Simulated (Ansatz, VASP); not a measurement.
**Two plane-wave programs on Si2Ni**

Contents of INCAR:

```
SYSTEM = Si2Ni
PREC = Accurate ; ENCUT = 600
EDIFF = 1E-6 ; ISMEAR = 0
SIGMA = 0.1 ; LREAL = .False.
LASPH = .True. ; NELM = 100
ALGO = Normal ; ISIF = 3
LWAVE = .False. ; LCHARG = .False.
GGA = PE ; IBRION = 2
NSW = 100 ; EDIFFG = -0.005
```

Contents of KPOINTS:

```
Automatic mesh
0
Gamma
  14 14 14
  0 0 0
```

File POSCAR:

```
Si2Ni
1.0
    0.0000000000      2.6931550400      2.6931550400
    2.6931550400      0.0000000000      2.6931550400
    2.6931550400      2.6931550400      0.0000000000
Si Ni
2 1
Direct
    0.2500000000      0.2500000000      0.2500000000
    0.7500000000      0.7500000000      0.7500000000
    0.0000000000      0.0000000000      0.0000000000
```

Input for Ansatz:

```yaml
crystal:
  lattice:
    - [0.0, 2.69315504, 2.69315504]
    - [2.69315504, 0.0, 2.69315504]
    - [2.69315504, 2.69315504, 0.0]
  atoms:
    - { symbol: Si, position: [0.25, 0.25, 0.25] }
    - { symbol: Si, position: [0.75, 0.75, 0.75] }
    - { symbol: Ni, position: [0.0, 0.0, 0.0] }
basis:
  ecutwfc: 420
kpoints:
  mp_grid: { grid: [14, 14, 14] }
hamiltonian:
  xc: pbe
scf:
  occupations: { method: gaussian, width: 0.1 }
output:
  forces: true
  stress: true
  eigenvalues: true
  write_density: true
  write_potential: true
  elf: true
  volumetric_format: npy
relax:
  adjacent_minimum: "off"
  f_tol: 0.005
  max_steps: 80
  cell: { stress_tol: 0.05 }
```

Alike in both runs: task relaxation of cell and atoms; functional PBE; k mesh 14 × 14 × 14; occupations gaussian, width 0.1 eV; no spin polarisation.

```csv
,VASP,Ansatz
version,VASP 6.6.1,Ansatz 0.2.0
potentials or method,"VASP PAW PBE potentials, release 64 (Si, Ni), cutoff 600 eV","scalar-relativistic, plane waves, PAW"
valence electrons in the cell,18,26
```

|  | VASP | Ansatz | Ansatz less VASP |
| --- | --- | --- | --- |
| gap on the k mesh at the Fermi level, each at its own relaxed structure (eV) | none | none | - |
| relaxed volume (Å³/atom) | 13.46 | 13.47 | +0.004 |
| relaxed cell length with the largest relative difference (Å) | 3.851 | 3.851 | +0.0004 |

A gap of «none» marks a metal or a gap that the smearing closes. VASP's potentials hold 18 valence electrons a cell and Ansatz's 26, so a difference there can come from the potentials and not from the codes.
